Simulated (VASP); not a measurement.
# Ca (Fm-3m) in VASP: notebook

The runs below take Ca through single point, relaxation of cell and atoms, with PBEsol.

Program: VASP 6.6.1. These are calculated values, not measurements. Logs are shortened: lines on timing, memory, paths and dates and some standing lists are left out, and cuts for length are marked.

## 1. The cell of the first run

The structure is cubic, space group Fm-3m (No. 225). Conventional cell: a = 5.455 Å, b = 5.455 Å, c = 5.455 Å, α = 90.00°, β = 90.00°, γ = 90.00°. Within 5.1 Å of Ca (site symmetry m-3m) lie 12 Ca at 3.86 Å.

## 2. Single point, PBEsol

File INCAR:

```
PREC = Accurate
ENCUT = 520
EDIFF = 1E-6
ISMEAR = -1
SIGMA = 0.05
LREAL = False
LASPH = True
NELM = 80
ALGO = Normal
ISIF = 2
LWAVE = False
LCHARG = False
GGA = PS
NBANDS = 11
```

File KPOINTS:

```
regular mesh
0
Gamma
  16 16 16
```

File POSCAR:

```
Ca
1.0
    0.0000000000      2.7273940256      2.7273940256
    2.7273940256      0.0000000000      2.7273940256
    2.7273940256      2.7273940256      0.0000000000
Ca
1
Direct
    0.0000000000      0.0000000000      0.0000000000
```

Potentials or basis: VASP PAW PBE potentials, release 64 (Ca_sv).

The run is started by

```bash
> cat potpaw_PBE.64/Ca_sv/POTCAR > POTCAR
> mpirun -np 1 vasp_std > vasp.out
```

OUTCAR:

```text
PREC = Accurate
   ENCUT = 520
   EDIFF = 1E-6
   ISMEAR = -1
   LREAL = False
   LASPH = True
   NELM = 80
   ISIF = 2
   GGA = PS

 ion  position               nearest neighbor table
   1  0.000  0.000  0.000-

  LATTYP: Found a face centered cubic cell.
 ALAT       =     5.4547880512

  Lattice vectors:

 A1 = (   0.0000000000,   2.7273940256,   2.7273940256)
 A2 = (   2.7273940256,   0.0000000000,   2.7273940256)
 A3 = (   2.7273940256,   2.7273940256,   0.0000000000)

Analysis of symmetry for initial positions (statically):
=====================================================================
 Subroutine PRICEL returns:
 Original cell was already a primitive cell.

 Routine SETGRP: Setting up the symmetry group for a
 face centered cubic supercell.

 Subroutine GETGRP returns: Found 48 space group operations
 (whereof 48 operations were pure point group operations)
 out of a pool of 48 trial point group operations.

The static configuration has the point symmetry O_h .

Analysis of symmetry for dynamics (positions and initial velocities):
=====================================================================
 Subroutine PRICEL returns:
 Original cell was already a primitive cell.

 Routine SETGRP: Setting up the symmetry group for a
 face centered cubic supercell.

 Subroutine GETGRP returns: Found 48 space group operations
 (whereof 48 operations were pure point group operations)
 out of a pool of 48 trial point group operations.

The dynamic configuration has the point symmetry O_h .

 Subroutine INISYM returns: Found 48 space group operations
 (whereof 48 operations are pure point group operations),
 and found     1 'primitive' translations

----------------------------------------------------------------------------------------

                                     Primitive cell

  volume of cell :      40.5764

  direct lattice vectors                    reciprocal lattice vectors
     0.000000000  2.727394026  2.727394026    -0.183325180  0.183325180  0.183325180
     2.727394026  0.000000000  2.727394026     0.183325180 -0.183325180  0.183325180
     2.727394026  2.727394026  0.000000000     0.183325180  0.183325180 -0.183325180

  length of vectors
     3.857117621  3.857117621  3.857117621     0.317528526  0.317528526  0.317528526

  position of ions in fractional coordinates (direct lattice)
     0.000000000  0.000000000  0.000000000

  ion indices of the primitive-cell ions
   primitive index   ion index
                 1           1

----------------------------------------------------------------------------------------

 KPOINTS: regular mesh

Automatic generation of k-mesh.
 Grid dimensions read from file:
 generate k-points for:   16   16   16

 Generating k-lattice:

  Cartesian coordinates                     Fractional coordinates (reciprocal lattice)
    -0.011457824  0.011457824  0.011457824     0.062500000  0.000000000  0.000000000
     0.011457824 -0.011457824  0.011457824     0.000000000  0.062500000  0.000000000
     0.011457824  0.011457824 -0.011457824     0.000000000  0.000000000  0.062500000

  Length of vectors
     0.019845533  0.019845533  0.019845533

  Shift w.r.t. Gamma in fractional coordinates (k-lattice)
     0.000000000  0.000000000  0.000000000

 Subroutine IBZKPT returns following result:
 ===========================================

 Found    145 irreducible k-points:

 Following reciprocal coordinates:
            Coordinates               Weight
  0.000000  0.000000  0.000000      1.000000
  0.062500  0.000000  0.000000      8.000000
  0.125000  0.000000  0.000000      8.000000
  0.187500  0.000000  0.000000      8.000000
  0.250000  0.000000  0.000000      8.000000
  0.312500  0.000000  0.000000      8.000000
[... 16 lines left out ...]
 -0.125000  0.062500  0.000000     24.000000
 -0.062500  0.062500  0.000000     12.000000
 [... further k-points ...]
   k-points           NKPTS =    145   k-points in BZ     NKDIM =    145   number of bands    NBANDS=     11
   number of dos      NEDOS =    301   number of ions     NIONS =      1
   total plane-waves  NPLWV =  27000
   dimension x,y,z NGX =    30 NGY =   30 NGZ =   30
   dimension x,y,z NGXF=    60 NGYF=   60 NGZF=   60
   ions per type =               1
   NGX,Y,Z   is equivalent  to a cutoff of  12.93, 12.93, 12.93 a.u.
   NGXF,Y,Z  is equivalent  to a cutoff of  25.86, 25.86, 25.86 a.u.
 SYSTEM =  unknown system
   PREC   = accura    normal or accurate (medium, high low for compatibility)
   ISTART =      0    job   : 0-new  1-cont  2-samecut
   ICHARG =      2    charge: 1-file 2-atom 10-const
   ISPIN  =      1    spin polarized calculation?
   LNONCOLLINEAR =      F non collinear calculations
   LSORBIT =      F    spin-orbit coupling
   LASPH  =      T    aspherical Exc in radial PAW
   ENCUT  =  520.0 eV  38.22 Ry    6.18 a.u.   7.17  7.17  7.17*2*pi/ulx,y,z
   NELM   =     80;   NELMIN=  2; NELMDL= -5     # of ELM steps
   EDIFF  = 0.1E-05   stopping-criterion for ELM
   LREAL  =      F    real-space projection
   EDIFFG = 0.1E-04   stopping-criterion for IOM
   NSW    =      0    number of steps for IOM
   IBRION =     -1    ionic relax: 0-MD 1-quasi-New 2-CG
   NFREE  =      0    steps in history (QN), initial steepest desc. (CG)
   ISIF   =      2    stress and relaxation
   ISYM   =      2    0-nonsym 1-usesym 2-fastsym
   POTIM  = 0.5000    time-step for ionic-motion
   TEBEG  =    0.0;   TEEND  =   0.0 temperature during run
   PSTRESS=    0.0 pullay stress
   NELECT =      10.0000    total number of electrons
   NUPDOWN=      -1.0000    fix difference up-down
   EMIN   =  10.00;   EMAX   =-10.00  energy-range for DOS
   EFERMI =   0.00;   METHOD = LEGACY
   ISMEAR =    -1;   SIGMA  =   0.05  broadening in eV -4-tet -1-fermi 0-gaus
   EFERMI_NEDOS =   21; number of points for ismear=-14 and -15
   IALGO  =     38    algorithm
   IMIX   =      4    mixing-type and parameters
     AMIX     =   0.40;   BMIX     =  1.00
     AMIX_MAG =   1.60;   BMIX_MAG =  1.00
  volume/ion in A,a.u.               =      40.58       273.82
  Fermi-wavevector in a.u.,A,eV,Ry     =   1.026401  1.939616 14.333716  1.053498
  Thomas-Fermi vector in A             =   2.160292
   LORBIT       =      0    0 simple, 1 ext, 2 COOP (PROOUT), +10 PAW based schemes
   GGA     = PS    functional components
   LHFCALC =     F    Hartree Fock is set to
   AEXX    =    0.0000 exact exchange contribution
   IVDW    =     0    specifies the selected vdW correction
   LEPSILON=     F    determine dielectric tensor
   LRPA    =     F    only Hartree local field effects (RPA)
 non-spin polarized calculation
  energy-cutoff  :      520.00
  volume of cell :       40.58
 maximum number of plane-waves:      1109
 NGX is ok and might be reduce to    30
   NGX = 15   NGY = 15   NGZ = 15

 number of electron      10.0000002 magnetization

 Free energy of the ion-electron system (eV)
  ---------------------------------------------------
  ext. energy  EPLUGINS =         0.00000000
  ---------------------------------------------------
  free energy    TOTEN  =        -2.13900508 eV

  energy without entropy =       -2.12741482  energy(sigma->0) =       -2.13320995

 E-fermi :   2.0480     XC(G=0):  -7.9358

 val. band max:        2.0455844307   @ k =  -0.3125   0.3750   0.1250
 cond. band min:       2.0515147960   @ k =  -0.3750   0.3750   0.0000
 fundamental gap:      0.0059303654
 Fermi energy:         2.0479852671

 k-point     1 :       0.0000    0.0000    0.0000
  band No.  band energies     occupation
      1     -39.7054      2.00000
      2     -20.6918      2.00000
      3     -20.6918      2.00000
      4     -20.6918      2.00000
      5      -2.0580      2.00000
      6       4.4232      0.00000
      7       4.4232      0.00000
      8       4.4232      0.00000
      9       5.5534      0.00000
     10       5.5534      0.00000
     11      11.3443      0.00000

 k-point     2 :       0.0625    0.0000    0.0000
  band No.  band energies     occupation
      1     -39.7047      2.00000
      2     -20.6982      2.00000
      3     -20.6927      2.00000
      4     -20.6927      2.00000
      5      -1.9887      2.00000
      6       4.3468      0.00000
      7       4.4507      0.00000
      8       4.4507      0.00000
      9       5.5287      0.00000
     10       5.5287      0.00000
     11      11.4384      0.00000

 k-point     3 :       0.1250    0.0000    0.0000
  band No.  band energies     occupation
      1     -39.7029      2.00000
      2     -20.7161      2.00000
      3     -20.6952      2.00000
      4     -20.6952      2.00000
      5      -1.7833      2.00000
      6       4.1362      0.00000
      7       4.5186      0.00000
      8       4.5186      0.00000
      9       5.4766      0.00000
     10       5.4766      0.00000
     11      11.5388      0.00000

 k-point     4 :       0.1875    0.0000    0.0000
  band No.  band energies     occupation
      1     -39.7002      2.00000
      2     -20.7428      2.00000
      3     -20.6988      2.00000
      4     -20.6988      2.00000
      5      -1.4507      2.00000
      6       3.8330      0.00000
      7       4.5775      0.00000
      8       4.5775      0.00000
      9       5.4628      0.00000
     10       5.4628      0.00000
     11      10.6892      0.00000
[... 239 lines left out ...]
 k-point    22 :      -0.1875    0.0625    0.0000
  band No.  band energies     occupation
      1     -39.6987      2.00000
      2     -20.7543      2.00000
      3     -20.7061      2.00000
      4     -20.6985      2.00000
      5      -1.2559      2.00000
      6       3.6955      0.00000
      7       4.5246      0.00000
      8       4.6506      0.00000
      9       5.2981      0.00000
     10       5.6437      0.00000
     11      10.3853      0.00000

 k-point    23 :      -0.1250    0.0625    0.0000
  band No.  band energies     occupation
      1     -39.7016      2.00000
      2     -20.7268      2.00000
      3     -20.7012      2.00000
      4     -20.6951      2.00000
      5      -1.6263      2.00000
      6       4.0018      0.00000
      7       4.5245      0.00000
      8       4.5898      0.00000
      9       5.3257      0.00000
     10       5.5688      0.00000
     11      11.3704      0.00000

 k-point    24 :      -0.0625    0.0625    0.0000
  band No.  band energies     occupation
      1     -39.7037      2.00000
      2     -20.7071      2.00000
      3     -20.6964      2.00000
      4     -20.6931      2.00000
      5      -1.8740      2.00000
      6       4.2310      0.00000
      7       4.4829      0.00000
      8       4.4998      0.00000
      9       5.4326      0.00000
     10       5.5530      0.00000
     11      11.5687      0.00000

 [... further k-points ...]

------------------------ aborting loop because EDIFF is reached ----------------------------------------

  FORCE on cell =-STRESS in cart. coord.  units (eV):
  Direction    XX          YY          ZZ          XY          YZ          ZX
  --------------------------------------------------------------------------------------
  -------------------------------------------------------------------------------------
  Total       -0.0008607     -0.0008607     -0.0008607      0.0000000     -0.0000000      0.0000000
  in kB       -0.0339845     -0.0339845     -0.0339845      0.0000000     -0.0000000      0.0000000
  external PRESSURE =      -0.0339845 kB  Pullay stress =       0.0000000 kB

 VOLUME and BASIS-vectors are now :
 -----------------------------------------------------------------------------
  energy-cutoff  :      520.00
  volume of cell :       40.58
      direct lattice vectors                 reciprocal lattice vectors
     0.000000000  2.727394026  2.727394026    -0.183325180  0.183325180  0.183325180
     2.727394026  0.000000000  2.727394026     0.183325180 -0.183325180  0.183325180
     2.727394026  2.727394026  0.000000000     0.183325180  0.183325180 -0.183325180

 POSITION                                       TOTAL-FORCE (eV/Angst)
 -----------------------------------------------------------------------------------
      0.00000      0.00000      0.00000        -0.000000     -0.000000     -0.000000
 -----------------------------------------------------------------------------------
    total drift:                               -0.000000     -0.000000     -0.000000

  FREE ENERGIE OF THE ION-ELECTRON SYSTEM (eV)
  ---------------------------------------------------
  free  energy   TOTEN  =        -2.1390050783 eV

  energy  without entropy=       -2.1274148189  energy(sigma->0) =       -2.13320995
```

Run time: 1.8 min. Hardware: 1 thread of Oxide Virtual Turin-like, shared host; peak memory 0.18 GiB.

Results:

```
Free energy            : -2.1390 eV
Pressure               : 0.0 GPa
Band gap on the k mesh : zero (band 5 reaches 2.22 eV, above the bottom of band 6 at 1.92 eV)
```

Caveat: the PAW data sets were made with another functional, which shifts forces and pressure a little.

## 3. Relaxation of cell and atoms, PBEsol

This run uses another cell than the first one, of 43.63 Å³/atom, 1.075 times its volume.

File INCAR:

```
  ALGO = Normal
  EDIFF = 1E-6
  EDIFFG = -0.002
  ENCUT = 600
  GGA = PS
  IBRION = 2
  ISIF = 3
  ISMEAR = -1
  LASPH = T
  LCHARG = F
  LREAL = F
  LWAVE = F
  NELM = 80
  NSW = 100
  PREC = Accurate
  SIGMA = 0.05
```

File KPOINTS:

```
k-points
0
Gamma
  16 16 16
```

File POSCAR:

```
Ca
1.0
    0.0000000000      2.7942000000      2.7942000000
    2.7942000000      0.0000000000      2.7942000000
    2.7942000000      2.7942000000      0.0000000000
Ca
1
Direct
    0.0000000000      0.0000000000      0.0000000000
```

Potentials or basis: VASP PAW PBE potentials, release 64 (Ca_sv).

The run is started by

```bash
> cat potpaw_PBE.64/Ca_sv/POTCAR > POTCAR
> mpirun -np 1 vasp_std > vasp.out
```

It took 2.8 min on 1 thread of Oxide Virtual Turin-like, shared host; peak memory 0.2 GiB.

It converged, with:

| Item | Value |
| --- | --- |
| Free energy | -2.1393 eV |
| Relaxed volume | 40.67 Å³/atom |
| Relaxed cell | a = 3.860 Å, b = 3.860 Å, c = 3.860 Å, α = 60.00°, β = 60.00°, γ = 60.00° |
| Space group after relaxing (to 0.05 Å) | Fm-3m (No. 225) |
| Energy gained by relaxing | 11.1 meV/atom |
| Ionic steps | 4 |
| Pressure after relaxing | 0.0 GPa |
| Band gap on the k mesh | zero (band 5 reaches 2.21 eV, above the bottom of band 6 at 1.91 eV) |

The path:
```tsv
step	energy change (eV)	largest force (eV/Å)	pressure (GPa)	volume (Å³)
1	0.0000	0.0000	-1.15	43.63
2	-0.0097	0.0000	-0.43	41.68
3	-0.0111	0.0000	0.02	40.61
4	-0.0111	0.0000	0.00	40.67
```

Final structure:
```xyz
1
Lattice="0.0000 2.7295 2.7295 2.7295 0.0000 2.7295 2.7295 2.7295 0.0000" Properties=species:S:1:pos:R:3 pbc="T T T"
Ca    0.0000    0.0000    0.0000
```

Levels at points of the mesh, in eV from the Fermi level:
| k point | band 3 | band 4 | band 5 | band 6 | band 7 | band 8 |
| --- | --- | --- | --- | --- | --- | --- |
| (0.00, 0.00, 0.00) | -22.75 | -22.75 | -4.10 | 2.37 | 2.37 | 2.37 |
| (0.50, 0.00, 0.00) | -22.77 | -22.77 | -1.02 | -0.13 | 2.25 | 2.25 |
| (0.50, 0.50, 0.00) | -22.80 | -22.80 | -0.50 | 0.54 | 1.03 | 4.22 |

Caveat: the PAW data sets were made with another functional, which shifts forces and pressure a little.
